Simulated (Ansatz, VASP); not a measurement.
# Si2Sn in VASP and in Ansatz

```xyz
3
Lattice="3.8630 0.0000 0.0000 0.0000 3.8630 0.0000 0.0000 0.0000 4.8535" Properties=species:S:1:pos:R:3 pbc="T T T"
Si    1.9315    1.9315    0.0000
Si    1.9315    1.9315    2.4267
Sn    0.0000    0.0000    2.4267
```

Alike in both runs: functional PBE; k mesh 6 × 6 × 4; occupations gaussian, width 0.1 eV; no spin polarisation.

Ansatz relaxed the structure, and its values are those at the end. VASP's run is a single point on that final structure, the one shown.

|  | VASP | Ansatz |
| --- | --- | --- |
| version | VASP 6.6.1 | Ansatz 0.2.0 |
| potentials or method | VASP PAW PBE potentials, release 64 (Si, Sn_d), cutoff 520 eV | scalar-relativistic, plane waves, PAW |
| valence electrons in the cell | 22 | 22 |

|  | VASP | Ansatz | Ansatz less VASP |
| --- | --- | --- | --- |
| gap on the k mesh at the Fermi level (eV) | none | none | - |
| pressure (GPa) | -0.1 | 0.0 | +0.05 |

A gap of «none» marks a metal or a gap that the smearing closes.
